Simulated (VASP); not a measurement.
Write the native input for VASP 6.6.1 that does the following.

```yaml
Task: single point
Functional: PBE
Dispersion: D3(BJ)
Potentials_or_basis: VASP PAW PBE potentials, release 64 (Ge_d)
Cutoff: 520 eV
k_mesh: 9 × 9 × 1
Occupations: gaussian, width 0.1 eV
Spin: no spin polarisation
Dipole_correction: yes
Further_INCAR_settings: ALGO = Normal; EDIFF = 1e-06; NBANDS = 36
```

The structure of Ge lies in POSCAR:

```
Ge
1.0
    4.0226895460      0.0000000000      0.0000000000
   -2.0113447730      3.4837513384      0.0000000000
    0.0000000000      0.0000000000     18.8685220369
Ge
4
Direct
    0.3333333333      0.6666666667      0.2747571330
    0.6666666667      0.3333333333      0.2384924474
    0.8888888889      0.1111111111      0.4965159443
    1.2222222222     -0.2222222222      0.4602512588
```

This cell differs from its parent crystal: layers slid over each other.

One way to write it, as run:

INCAR

```
  PREC = Accurate
  ENCUT = 520
  EDIFF = 1E-6
  ISMEAR = 0
  SIGMA = 0.1
  LREAL = False
  LASPH = True
  NELM = 100
  ALGO = Normal
  ISIF = 2
  LWAVE = False
  LCHARG = True
  LDIPOL = True
  IDIPOL = 3
  DIPOL = 0.5 0.5 0.368
  GGA = PE
  IVDW = 12
  LELF = True
  LVHAR = True
  LVACPOTAV = True
  NBANDS = 36
```

KPOINTS

```
regular mesh
0
Gamma
  9 9 1
```

Potentials or basis: VASP PAW PBE potentials, release 64 (Ge_d).

Run with:

```sh
$ cat potpaw_PBE.64/Ge_d/POTCAR > POTCAR
$ mpirun -np 1 vasp_std > vasp.out
```

It gave:

```
Largest force              : 0.361 eV/Å
Band gap on the k mesh     : 0.20 eV
Dispersion energy per atom : -0.212 eV
```

Caveat: the cell differs from its parent crystal (layers slid over each other).

Run time: 12 min on 1 thread of Intel Xeon 8259CL (shared host), peak memory 0.45 GiB.
